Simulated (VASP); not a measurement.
# Zn: single point with r2SCAN

Zn:

```
Zn
1.0
     3.16040    0.00000    0.00000
    -1.58020    2.73699    0.00000
     0.00000    0.00000    5.13155
Zn
2
Direct
  0.33333 0.66667 0.25000
  0.66666 0.33333 0.75000
```

```json
{
 "Program": "VASP 6.6.1",
 "Task": "single point",
 "Functional": "r2SCAN",
 "Potentials or basis": "VASP PAW PBE potentials, release 64 (Zn)",
 "Cutoff": "520 eV",
 "k mesh": "12 × 12 × 7",
 "Occupations": "fermi-dirac, width 0.1 eV",
 "Spin": "no spin polarisation"
}
```

The pressure is -11.6 GPa. The band gap on the k mesh is zero (bands 12 and 13 overlap by 2.63 eV).

Stress tensor (GPa, compression positive):
```
-11.70   0.00   0.00
  0.00 -11.70   0.00
  0.00   0.00 -11.40
```

Levels at points of the mesh, in eV from the Fermi level:
```csv
k point,band 9,band 10,band 11,band 12,band 13,band 14,band 15,band 16
"(0.00, 0.00, 0.00)",-7.09,-6.91,-6.91,-1.74,-1.54,11.81,11.81,13.61
"(0.50, 0.00, 0.00)",-6.88,-6.87,-2.63,-2.20,3.10,3.22,3.37,5.46
"(0.00, 0.50, 0.00)",-6.88,-6.87,-2.63,-2.20,3.10,3.22,3.37,5.46
```

It took 4.6 min on 1 thread of Intel(R) Xeon(R) Platinum 8259CL CPU @ 2.50GHz (Skylake/Cascade Lake), with other jobs on the host, peak memory 0.25 GiB.

Caveat: the cell stands under tension; the PAW data sets were made with another functional, which shifts forces and pressure a little.
